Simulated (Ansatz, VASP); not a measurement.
# MnO2: VASP beside Ansatz

```xyz
6
Lattice="4.3983 0.0000 0.0000 0.0000 4.3983 0.0000 0.0000 0.0000 2.8730" Properties=species:S:1:pos:R:3 pbc="T T T"
Mn    0.0000    0.0000    0.0000
Mn    2.1991    2.1991    1.4365
O     1.3421    1.3421    0.0000
O     0.8570    3.5413    1.4365
O     3.0562    3.0562    0.0000
O     3.5413    0.8570    1.4365
```

Alike in both runs: task relaxation of cell and atoms; functional PBE; k mesh 4 × 4 × 8; occupations gaussian, width 0.1 eV; collinear spin; Hubbard terms Mn d U = 3.9 eV.

```csv
,VASP,Ansatz
version,VASP 6.6.1,Ansatz 0.2.0
potentials or method,"VASP PAW PBE potentials, release 64 (Mn_pv, O), cutoff 600 eV","scalar-relativistic, plane waves, PAW"
valence electrons in the cell,50,54
```

Ansatz gave:

```
gap on the k mesh at the Fermi level, each at its own relaxed structure (eV)  : none
net moment per atom (μB)                                                      : 1.01
size of the moment on the site where the two differ most (μB)                 : 2.78
relaxed volume (Å³/atom)                                                      : 9.74
relaxed length of the cell vector where the two differ most in proportion (Å) : 4.457
```

Problem. What did VASP give for the same quantities?

Solution. gap on the k mesh at the Fermi level, each at its own relaxed structure (eV): none; net moment per atom (μB): 1.01; size of the moment on the site where the two differ most (μB): 3.13; relaxed volume (Å³/atom): 9.78; relaxed length of the cell vector where the two differ most in proportion (Å): 4.468.

Site moments also hang on the region over which each program counts them. The programs project onto different local orbitals, so the same U acts differently, and such runs can settle in different states. A gap of «none» marks a metal or a gap that the smearing closes. VASP's potentials hold 50 valence electrons a cell and Ansatz's 54, so a difference there can come from the potentials and not from the codes. Ansatz's warnings: filled band counts differ across k points.
